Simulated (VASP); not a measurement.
A run of VASP 6.6.1 is set up as follows.

The input POSCAR:

```
BAs
1.0
    0.0000000000      2.3918676074      2.3918676074
    2.3918676074      0.0000000000      2.3918676074
    2.3918676074      2.3918676074      0.0000000000
B As
1 1
Direct
    0.0000000000      0.0000000000      0.0000000000
    0.2500000000      0.2500000000      0.2500000000
```

Contents of INCAR.step1:

```
  ALGO = Normal
  EDIFF = 1E-5
  ENCUT = 520
  GGA = PE
  ISIF = 2
  ISMEAR = 0
  LASPH = True
  LCHARG = False
  LREAL = False
  LWAVE = True
  NBANDS = 11
  NELM = 80
  PREC = Accurate
  SIGMA = 0.01
```

Contents of INCAR.step2:

```
  ALGO = Normal
  EDIFF = 1E-6
  ENCUT = 520
  GGA = PE
  HFSCREEN = 0.2079
  ISIF = 2
  ISMEAR = 0
  ISTART = 1
  LASPH = True
  LCHARG = False
  LHFCALC = True
  LREAL = False
  LWAVE = False
  NBANDS = 11
  NELM = 80
  PREC = Accurate
  PRECFOCK = Normal
  SIGMA = 0.01
```

KPOINTS

```
k-points
0
Gamma
  6 6 6
```

Potentials or basis: VASP PAW PBE potentials, release 64 (B, As).

The run is started by

```bash
$ cat potpaw_PBE.64/B/POTCAR potpaw_PBE.64/As/POTCAR > POTCAR
$ cp INCAR.step1 INCAR
$ mpirun -np 1 vasp_std > vasp.out
$ cp INCAR.step2 INCAR
$ mpirun -np 1 vasp_std > vasp.out
```

Predict the pressure.

-1.2 GPa.

Predict the band gap on the k mesh.

1.95 eV (least direct gap 4.11 eV).

Caveat: the PAW data sets were made with another functional, which shifts forces and pressure a little. A k mesh can miss the band edges.
